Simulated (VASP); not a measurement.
NaScSe2:

```
CELL_PARAMETERS angstrom
4.16670 0.00000 0.00000
0.00000 4.16670 0.00000
0.00000 0.00000 5.89260
ATOMIC_POSITIONS crystal
Na 0.00000 0.00000 0.00000
Se 0.00000 0.00000 0.50000
Se 0.50000 0.50000 0.00000
Sc 0.50000 0.50000 0.50000
```

```yaml
Program: VASP 6.6.1
Task: relaxation of cell and atoms
Functional: PBEsol
Potentials_or_basis: VASP PAW PBE potentials, release 64 (Na_pv, Se, Sc_sv)
Cutoff: 600 eV
k_mesh: 6 × 6 × 4
Occupations: fermi-dirac, width 0.03 eV
Spin: no spin polarisation
```

At the start: pressure -8.0 GPa; volume 25.58 Å³/atom.

Question: How do energy, volume and symmetry change on relaxing?

Answer: Over 8 steps the energy falls by 138.8 meV/atom and the volume is 21.22 Å³/atom (-17.0 %); space group P4/mmm (No. 123, to 0.1 Å) before and after.

Step by step:
| step | energy change (eV) | largest force (eV/Å) | pressure (GPa) | volume (Å³) |
| --- | --- | --- | --- | --- |
| 1 | 0.0000 | 0.0000 | -8.04 | 102.30 |
| 2 | -0.5545 | 0.0000 | 0.32 | 84.43 |
| 3 | -0.5548 | 0.0000 | 0.06 | 84.76 |
| 4 | -0.5545 | 0.0000 | -0.19 | 85.09 |
| 5 | -0.5549 | 0.0000 | -0.20 | 85.15 |
| 6 | -0.5549 | 0.0000 | -0.21 | 85.18 |
| 7 | -0.5551 | 0.0000 | 0.06 | 84.81 |
| 8 | -0.5551 | 0.0000 | 0.00 | 84.90 |

Final structure:
```
Na Se Sc
1.0
     3.96164    0.00000    0.00000
     0.00000    3.96164    0.00000
     0.00000    0.00000    5.40940
Na Se Sc
1 2 1
Direct
  0.00000 0.00000 0.00000
  0.00000 0.00000 0.50000
  0.50000 0.50000 0.00000
  0.50000 0.50000 0.50000
```

Caveat: the volume moved by over 15 % at a fixed basis, so the end points are rough; the PAW data sets were made with another functional, which shifts forces and pressure a little.
